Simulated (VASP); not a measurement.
Wanted: the native input for a VASP 6.6.1 run.

- Task: relaxation of cell and atoms
- Functional: PBE
- Potentials or basis: VASP PAW PBE potentials, release 64 (Ta_pv, Al, C, N)
- Cutoff: 600 eV
- k mesh: 4 × 4 × 4
- Occupations: gaussian, width 0.1 eV
- Spin: no spin polarisation
- Dipole correction: no
- Further INCAR settings: ALGO = Normal; EDIFF = 1e-06; IBRION = 2; EDIFFG = -0.04; NSW = 90; ISIF = 3

The structure of Ta2AlC2N lies in POSCAR:

```
Ta2AlC2N
1.0
    3.8797836900      0.0000000000      0.0000000000
    0.0000000000      3.8797836900      0.0000000000
    0.0000000000      0.0000000000      4.9804012700
Ta Al C N
2 1 2 1
Direct
    0.5000000000      0.5000000000      0.2788000100
    0.5000000000      0.5000000000      0.7211999900
    0.0000000000      0.0000000000      0.5000000000
    0.0000000000      0.5000000000      0.0000000000
    0.5000000000      0.0000000000      0.0000000000
    0.0000000000      0.0000000000      0.0000000000
```

The input as run:

INCAR

```
SYSTEM = Ta2AlC2N
PREC     = Accurate       ! precision mode
ENCUT    = 600            ! plane-wave cutoff, eV
EDIFF    = 1E-6           ! SCF threshold, eV
ISMEAR   = 0              ! smearing method
SIGMA    = 0.1            ! smearing width, eV
LREAL    = .FALSE.        ! projectors in reciprocal space
LASPH    = .TRUE.         ! aspherical terms in the spheres
NELM     = 80             ! most SCF steps
ALGO     = Normal         ! electronic algorithm
ISIF     = 3              ! what is computed and relaxed
LWAVE    = .FALSE.        ! write WAVECAR
LCHARG   = .FALSE.        ! write CHGCAR
GGA      = PE             ! functional
IBRION   = 2              ! ionic algorithm
NSW      = 90             ! ionic steps
EDIFFG   = -0.04          ! ionic threshold
```

KPOINTS

```
Automatic mesh
0
G
  4 4 4
  0 0 0
```

Potentials or basis: VASP PAW PBE potentials, release 64 (Ta_pv, Al, C, N).

Run with:

```console
$ cat potpaw_PBE.64/Ta_pv/POTCAR potpaw_PBE.64/Al/POTCAR potpaw_PBE.64/C/POTCAR potpaw_PBE.64/N/POTCAR > POTCAR
$ mpirun -np 1 vasp_std > vasp.out
```

It gave:

- Relaxed volume: 12.35 Å³/atom
- Relaxed cell: a = 3.581 Å, b = 3.581 Å, c = 5.777 Å, α = 90.00°, β = 90.00°, γ = 90.00°
- Space group after relaxing (to 0.05 Å): P4/mmm (No. 123)
- Energy gained by relaxing: 522.0 meV/atom
- Ionic steps: 11
- Pressure after relaxing: 0.1 GPa
- Largest force after relaxing: 0.008 eV/Å
- Band gap on the k mesh: zero (band 19 reaches 7.95 eV, above the bottom of band 20 at 6.93 eV)

Caveat: the k points lie up to 0.44 Å⁻¹ apart in the final cell; spin-orbit coupling is left out, which moves the levels of the heavy elements.

Wall time 3.3 min on 1 thread of Intel(R) Xeon(R) Platinum 8488C (Sapphire Rapids), on a shared host, peak memory 0.22 GiB.
